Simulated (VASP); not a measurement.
# Si2F3 (P6/mmm) in VASP: further runs

Si2F3 is run at these levels: PBE; tasks: single point, relaxation of cell and atoms.

Program: VASP 6.6.1. These are calculated values, not measurements. Logs are shortened: lines on timing, memory, paths and dates and some standing lists are left out, and cuts for length are marked.

## 1. The cell of the first run

Symmetry: P6/mmm, No. 191, hexagonal system. Conventional cell: a = 4.438 Å, b = 4.438 Å, c = 3.602 Å, α = 90.00°, β = 90.00°, γ = 120.00°. Within 2.4 Å of Si (site symmetry -6m2) lie 2 F at 1.80 Å. F (site symmetry -6m2) has 2 Si at 1.80 Å within 2.4 Å. Within 3.4 Å of F (site symmetry 6/mmm) lie 6 F at 2.56 Å and 12 Si at 3.13 Å.

## 2. Single point, PBE

Contents of INCAR:

```
ALGO = Normal
EDIFF = 1E-6
ENCUT = 520
GGA = PE
ISIF = 2
ISMEAR = 0
LASPH = True
LCHARG = True
LELF = True
LREAL = False
LVHAR = True
LWAVE = False
NBANDS = 22
NELM = 100
PREC = Accurate
SIGMA = 0.1
```

Contents of KPOINTS:

```
k-points
0
Gamma
  12 12 10
```

Contents of POSCAR:

```
Si2F3
1.0
    4.4382288294      0.0000000000      0.0000000000
   -2.2191144147      3.8436189141      0.0000000000
    0.0000000000      0.0000000000      3.6015426807
Si F
2 3
Direct
    0.3333333333      0.6666666667      0.5000000000
    0.6666666667      0.3333333333      0.5000000000
    0.3333333333      0.6666666667      0.0000000000
    0.6666666667      0.3333333333      0.0000000000
    0.0000000000      0.0000000000      0.0000000000
```

Potentials or basis: VASP PAW PBE potentials, release 64 (Si, F).

Run with:

```sh
> cat potpaw_PBE.64/Si/POTCAR potpaw_PBE.64/F/POTCAR > POTCAR
> mpirun -np 1 vasp_std > vasp.out
```

OUTCAR:

```text
EDIFF = 1E-6
   ENCUT = 520
   GGA = PE
   ISIF = 2
   ISMEAR = 0
   LASPH = True
   LREAL = False
   NELM = 100
   PREC = Accurate

 ion  position               nearest neighbor table
   1  0.333  0.667  0.500-   3 1.80   3 1.80   2 2.56   2 2.56   2 2.56
   2  0.667  0.333  0.500-   4 1.80   4 1.80   1 2.56   1 2.56   1 2.56
   3  0.333  0.667  0.000-   1 1.80   1 1.80
   4  0.667  0.333  0.000-   2 1.80   2 1.80
   5  0.000  0.000  0.000-

  LATTYP: Found a hexagonal cell.
 ALAT       =     4.4382288294
 C/A-ratio  =     0.8114819716

  Lattice vectors:

 A1 = (   4.4382288294,   0.0000000000,   0.0000000000)
 A2 = (  -2.2191144147,   3.8436189141,   0.0000000000)
 A3 = (   0.0000000000,   0.0000000000,   3.6015426807)

Analysis of symmetry for initial positions (statically):
=====================================================================
 Subroutine PRICEL returns:
 Original cell was already a primitive cell.

 Routine SETGRP: Setting up the symmetry group for a
 hexagonal supercell.

 Subroutine GETGRP returns: Found 24 space group operations
 (whereof 24 operations were pure point group operations)
 out of a pool of 24 trial point group operations.

The static configuration has the point symmetry D_6h.

Analysis of symmetry for dynamics (positions and initial velocities):
=====================================================================
 Subroutine PRICEL returns:
 Original cell was already a primitive cell.

 Routine SETGRP: Setting up the symmetry group for a
 hexagonal supercell.

 Subroutine GETGRP returns: Found 24 space group operations
 (whereof 24 operations were pure point group operations)
 out of a pool of 24 trial point group operations.

The dynamic configuration has the point symmetry D_6h.

 Subroutine INISYM returns: Found 24 space group operations
 (whereof 24 operations are pure point group operations),
 and found     1 'primitive' translations

----------------------------------------------------------------------------------------

                                     Primitive cell

  volume of cell :      61.4382

  direct lattice vectors                    reciprocal lattice vectors
     4.438228829  0.000000000  0.000000000     0.225315106  0.130085737  0.000000000
    -2.219114415  3.843618914  0.000000000     0.000000000  0.260171474  0.000000000
     0.000000000  0.000000000  3.601542681     0.000000000  0.000000000  0.277658795

  length of vectors
     4.438228829  4.438228829  3.601542681     0.260171474  0.260171474  0.277658795

  position of ions in fractional coordinates (direct lattice)
     0.333333333  0.666666667  0.500000000
     0.666666667  0.333333333  0.500000000
     0.333333333  0.666666667  0.000000000
     0.666666667  0.333333333  0.000000000
     0.000000000  0.000000000  0.000000000

  ion indices of the primitive-cell ions
   primitive index   ion index
                 1           1
                 2           2
                 3           3
                 4           4
                 5           5

----------------------------------------------------------------------------------------

 KPOINTS: k-points

Automatic generation of k-mesh.
 Grid dimensions read from file:
 generate k-points for:   12   12   10

 Generating k-lattice:

  Cartesian coordinates                     Fractional coordinates (reciprocal lattice)
     0.018776259  0.010840478  0.000000000     0.083333333  0.000000000  0.000000000
     0.000000000  0.021680956  0.000000000     0.000000000  0.083333333  0.000000000
     0.000000000  0.000000000  0.027765879     0.000000000  0.000000000  0.100000000

  Length of vectors
     0.021680956  0.021680956  0.027765879

  Shift w.r.t. Gamma in fractional coordinates (k-lattice)
     0.000000000  0.000000000  0.000000000

 Subroutine IBZKPT returns following result:
 ===========================================

 Found    114 irreducible k-points:

 Following reciprocal coordinates:
            Coordinates               Weight
  0.000000  0.000000  0.000000      1.000000
  0.083333  0.000000  0.000000      6.000000
  0.166667  0.000000  0.000000      6.000000
  0.250000  0.000000  0.000000      6.000000
  0.333333  0.000000  0.000000      6.000000
  0.416667  0.000000  0.000000      6.000000
[... 16 lines left out ...]
  0.250000  0.000000  0.100000     12.000000
  0.333333  0.000000  0.100000     12.000000
 [... further k-points ...]
   k-points           NKPTS =    114   k-points in BZ     NKDIM =    114   number of bands    NBANDS=     22
   number of dos      NEDOS =    301   number of ions     NIONS =      5
   total plane-waves  NPLWV =  36288
   dimension x,y,z NGX =    36 NGY =   36 NGZ =   28
   dimension x,y,z NGXF=    72 NGYF=   72 NGZF=   56
   ions per type =               2   3
   NGX,Y,Z   is equivalent  to a cutoff of  13.48, 13.48, 12.92 a.u.
   NGXF,Y,Z  is equivalent  to a cutoff of  26.97, 26.97, 25.85 a.u.
 SYSTEM =  unknown system
   PREC   = accura    normal or accurate (medium, high low for compatibility)
   ISTART =      0    job   : 0-new  1-cont  2-samecut
   ICHARG =      2    charge: 1-file 2-atom 10-const
   ISPIN  =      1    spin polarized calculation?
   LNONCOLLINEAR =      F non collinear calculations
   LSORBIT =      F    spin-orbit coupling
   LASPH  =      T    aspherical Exc in radial PAW
   ENCUT  =  520.0 eV  38.22 Ry    6.18 a.u.   8.25  8.25  6.70*2*pi/ulx,y,z
   NELM   =    100;   NELMIN=  2; NELMDL= -5     # of ELM steps
   EDIFF  = 0.1E-05   stopping-criterion for ELM
   LREAL  =      F    real-space projection
   EDIFFG = 0.1E-04   stopping-criterion for IOM
   NSW    =      0    number of steps for IOM
   IBRION =     -1    ionic relax: 0-MD 1-quasi-New 2-CG
   NFREE  =      0    steps in history (QN), initial steepest desc. (CG)
   ISIF   =      2    stress and relaxation
   ISYM   =      2    0-nonsym 1-usesym 2-fastsym
   POTIM  = 0.5000    time-step for ionic-motion
   TEBEG  =    0.0;   TEEND  =   0.0 temperature during run
   PSTRESS=    0.0 pullay stress
   NELECT =      29.0000    total number of electrons
   NUPDOWN=      -1.0000    fix difference up-down
   EMIN   =  10.00;   EMAX   =-10.00  energy-range for DOS
   EFERMI =   0.00;   METHOD = LEGACY
   ISMEAR =     0;   SIGMA  =   0.10  broadening in eV -4-tet -1-fermi 0-gaus
   EFERMI_NEDOS =   21; number of points for ismear=-14 and -15
   IALGO  =     38    algorithm
   IMIX   =      4    mixing-type and parameters
     AMIX     =   0.40;   BMIX     =  1.00
     AMIX_MAG =   1.60;   BMIX_MAG =  1.00
  volume/ion in A,a.u.               =      12.29        82.92
  Fermi-wavevector in a.u.,A,eV,Ry     =   1.274661  2.408760 22.106205  1.624760
  Thomas-Fermi vector in A             =   2.407416
   LORBIT       =      0    0 simple, 1 ext, 2 COOP (PROOUT), +10 PAW based schemes
   GGA     = PE    functional components
   LHFCALC =     F    Hartree Fock is set to
   AEXX    =    0.0000 exact exchange contribution
   IVDW    =     0    specifies the selected vdW correction
   LEPSILON=     F    determine dielectric tensor
   LRPA    =     F    only Hartree local field effects (RPA)
 non-spin polarized calculation
 Gauss-broadening in eV      SIGMA  =   0.10
  energy-cutoff  :      520.00
  volume of cell :       61.44
 maximum number of plane-waves:      1675
 NGX is ok and might be reduce to    36
   NGX = 17   NGY = 17   NGZ = 13

 number of electron      29.0000026 magnetization

 Free energy of the ion-electron system (eV)
  ---------------------------------------------------
  ext. energy  EPLUGINS =         0.00000000
  ---------------------------------------------------
  free energy    TOTEN  =       -22.74464764 eV

  energy without entropy =      -22.73293044  energy(sigma->0) =      -22.73878904

 E-fermi :   3.6119     XC(G=0): -10.2570

 val. band max:        3.6089868945   @ k =   0.3333   0.2500   0.1000
 cond. band min:       3.6135269393   @ k =   0.3333   0.3333   0.5000
 fundamental gap:      0.0045400448
 Fermi energy:         3.6119236443

 k-point     1 :       0.0000    0.0000    0.0000
  band No.  band energies     occupation
      1     -21.5400      2.00000
      2     -20.8388      2.00000
      3     -15.8381      2.00000
      4      -5.5328      2.00000
      5      -4.6049      2.00000
      6      -3.3575      2.00000
[... 14 lines left out ...]
     21      14.1933      0.00000
     22      14.3256      0.00000

 k-point     2 :       0.0833    0.0000    0.0000
  band No.  band energies     occupation
      1     -21.5289      2.00000
      2     -20.8493      2.00000
      3     -15.8417      2.00000
      4      -5.5186      2.00000
      5      -4.6192      2.00000
      6      -3.3252      2.00000
[... 14 lines left out ...]
     21      14.1026      0.00000
     22      14.5704      0.00000

 k-point     3 :       0.1667    0.0000    0.0000
  band No.  band energies     occupation
      1     -21.4967      2.00000
      2     -20.8800      2.00000
      3     -15.8519      2.00000
      4      -5.4774      2.00000
      5      -4.6607      2.00000
      6      -3.2350      2.00000
[... 14 lines left out ...]
     21      13.8851      0.00000
     22      15.2367      0.00000

 k-point     4 :       0.2500    0.0000    0.0000
  band No.  band energies     occupation
      1     -21.4469      2.00000
      2     -20.9282      2.00000
      3     -15.8665      2.00000
      4      -5.4134      2.00000
      5      -4.7250      2.00000
      6      -3.2086      2.00000
[... 14 lines left out ...]
     21      13.6376      0.00000
     22      16.1308      0.00000

 k-point     5 :       0.3333    0.0000    0.0000
  band No.  band energies     occupation
      1     -21.3859      2.00000
      2     -20.9871      2.00000
      3     -15.8812      2.00000
      4      -5.3346      2.00000
      5      -4.8039      2.00000
      6      -3.3197      2.00000
[... 417 lines left out ...]
 k-point    22 :       0.1667    0.0000    0.1000
  band No.  band energies     occupation
      1     -21.4838      2.00000
      2     -20.8713      2.00000
      3     -15.8486      2.00000
      4      -5.9162      2.00000
      5      -4.7779      2.00000
      6      -3.0389      2.00000
[... 14 lines left out ...]
     21      14.0991      0.00000
     22      15.3540      0.00000

 k-point    23 :       0.2500    0.0000    0.1000
  band No.  band energies     occupation
      1     -21.4344      2.00000
      2     -20.9190      2.00000
      3     -15.8631      2.00000
      4      -5.8217      2.00000
      5      -4.8629      2.00000
      6      -3.1644      2.00000
[... 14 lines left out ...]
     21      13.8702      0.00000
     22      16.1897      0.00000

 k-point    24 :       0.3333    0.0000    0.1000
  band No.  band energies     occupation
      1     -21.3739      2.00000
      2     -20.9776      2.00000
      3     -15.8777      2.00000
      4      -5.7063      2.00000
      5      -4.9685      2.00000
      6      -3.2740      2.00000
[... 14 lines left out ...]
     21      13.6734      0.00000
     22      15.8219      0.00000

 [... further k-points ...]
[... 5 lines left out ...]
  --------------------------------------------------------------------------------------
  -------------------------------------------------------------------------------------
  Total       -0.1317336     -0.1317336      0.2008049      0.0000000     -0.0000000     -0.0000000
  in kB       -3.4353308     -3.4353308      5.2365630      0.0000000     -0.0000000     -0.0000000
  external PRESSURE =      -0.5446995 kB  Pullay stress =       0.0000000 kB

 VOLUME and BASIS-vectors are now :
 -----------------------------------------------------------------------------
  energy-cutoff  :      520.00
  volume of cell :       61.44
      direct lattice vectors                 reciprocal lattice vectors
     4.438228829  0.000000000  0.000000000     0.225315106  0.130085737  0.000000000
    -2.219114415  3.843618914  0.000000000     0.000000000  0.260171474  0.000000000
     0.000000000  0.000000000  3.601542681     0.000000000  0.000000000  0.277658795

 POSITION                                       TOTAL-FORCE (eV/Angst)
 -----------------------------------------------------------------------------------
     -0.00000      2.56241      1.80077        -0.000000      0.000000     -0.000000
      2.21911      1.28121      1.80077        -0.000000     -0.000000     -0.000000
     -0.00000      2.56241      0.00000         0.000000      0.000000     -0.000000
      2.21911      1.28121      0.00000        -0.000000      0.000000      0.000000
      0.00000      0.00000      0.00000        -0.000000      0.000000     -0.000000
 -----------------------------------------------------------------------------------
    total drift:                               -0.000000      0.000000      0.000000

  FREE ENERGIE OF THE ION-ELECTRON SYSTEM (eV)
  ---------------------------------------------------
  free  energy   TOTEN  =       -22.7446476361 eV

  energy  without entropy=      -22.7329304407  energy(sigma->0) =      -22.73878904
```

Wall time 53 s (1 thread of Intel Xeon 6975P-C (Granite Rapids), shared host); peak memory 0.25 GiB.

What came out:

```yaml
Free_energy: -22.7446 eV
Pressure: -0.1 GPa
```

Levels at points of the mesh, in eV from the Fermi level:
| k point | band 12 | band 13 | band 14 | band 15 | band 16 | band 17 | band 18 | band 19 |
| --- | --- | --- | --- | --- | --- | --- | --- | --- |
| (0.00, 0.00, 0.00) | -0.81 | -0.81 | 1.04 | 1.04 | 1.43 | 5.04 | 5.04 | 9.19 |
| (0.50, 0.00, 0.00) | -1.00 | -0.80 | -0.68 | 0.65 | 3.06 | 8.57 | 8.91 | 9.31 |
| (0.00, 0.00, 0.50) | -0.67 | -0.65 | -0.53 | -0.53 | 3.82 | 3.82 | 4.36 | 4.72 |
| (0.50, 0.00, 0.50) | -1.34 | -0.95 | -0.63 | -0.49 | 4.41 | 6.21 | 7.26 | 7.90 |

Caveat: an odd number of electrons without spin polarisation forces a metal; a magnetic or distorted state may lie lower.

## 3. Single point, PBE, collinear spin, ferromagnetic start

This run uses another cell than the first one, of 9.32 Å³/atom, 0.758 times its volume.

Contents of INCAR:

```
  PREC = Accurate
  ENCUT = 520
  EDIFF = 1E-6
  ISMEAR = 0
  SIGMA = 0.1
  LREAL = F
  LASPH = T
  NELM = 150
  ALGO = Normal
  ISIF = 2
  LWAVE = F
  LCHARG = F
  ISPIN = 2
  MAGMOM = 0 0 1 1 1
  LORBIT = 11
  GGA = PE
  NBANDS = 26
```

Contents of KPOINTS:

```
regular mesh
0
Gamma
  6 6 6
```

Contents of POSCAR:

```
Si2F3
1.0
    4.5942648200      0.0000000000      0.0000000000
   -2.2971324100      3.9787500400      0.0000000000
    0.0000000000      0.0000000000      2.5489863500
Si F
2 3
Direct
    0.3333333300      0.6666666700      0.5000000000
    0.6666666700      0.3333333300      0.5000000000
    0.3333333300      0.6666666700      0.0000000000
    0.6666666700      0.3333333300      0.0000000000
    0.0000000000      0.0000000000      0.0000000000
```

Potentials or basis: VASP PAW PBE potentials, release 64 (Si, F).

Run with:

```sh
> cat potpaw_PBE.64/Si/POTCAR potpaw_PBE.64/F/POTCAR > POTCAR
> mpirun -np 1 vasp_std > vasp.out
```

Wall time 25 s (1 thread of Intel Xeon 6975P-C (Granite Rapids), shared host); peak memory 0.2 GiB.

It converged, with:

```
Free energy                                           : 1.2308 eV
Pressure                                              : 197.4 GPa
Net moment                                            : 0.00 μB per cell
Valence electrons inside the program's atomic spheres : Si 2.32; F 6.72, 6.05
```

Stress tensor (GPa, compression positive):
```
-11.03   0.00   0.00
  0.00 -11.03   0.00
  0.00   0.00 614.39
```

Levels at points of the mesh, in eV from the Fermi level:
Spin up:
```csv
k point,band 13,band 14,band 15,band 16,band 17,band 18
"(0.00, 0.00, 0.00)",-1.52,0.89,0.89,4.25,4.84,4.84
"(0.50, 0.00, 0.00)",-1.73,-1.53,1.15,2.76,6.81,7.07
"(0.00, 0.00, 0.50)",-1.78,-1.71,-1.71,2.60,2.60,5.36
"(0.50, 0.00, 0.50)",-2.99,-2.35,-1.70,4.54,5.66,6.89
```
Spin down:
| k point | band 12 | band 13 | band 14 | band 15 | band 16 | band 17 | band 18 | band 19 |
| --- | --- | --- | --- | --- | --- | --- | --- | --- |
| (0.00, 0.00, 0.00) | -4.11 | -1.52 | 0.89 | 0.89 | 4.25 | 4.84 | 4.84 | 12.25 |
| (0.50, 0.00, 0.00) | -2.66 | -1.73 | -1.53 | 1.15 | 2.76 | 6.81 | 7.07 | 9.27 |
| (0.00, 0.00, 0.50) | -3.16 | -1.78 | -1.71 | -1.71 | 2.60 | 2.60 | 5.36 | 6.26 |
| (0.50, 0.00, 0.50) | -3.11 | -2.99 | -2.35 | -1.70 | 4.54 | 5.66 | 6.89 | 8.00 |

Caveat: the k points lie up to 0.41 Å⁻¹ apart.

(Continued in part 2 of 2.)
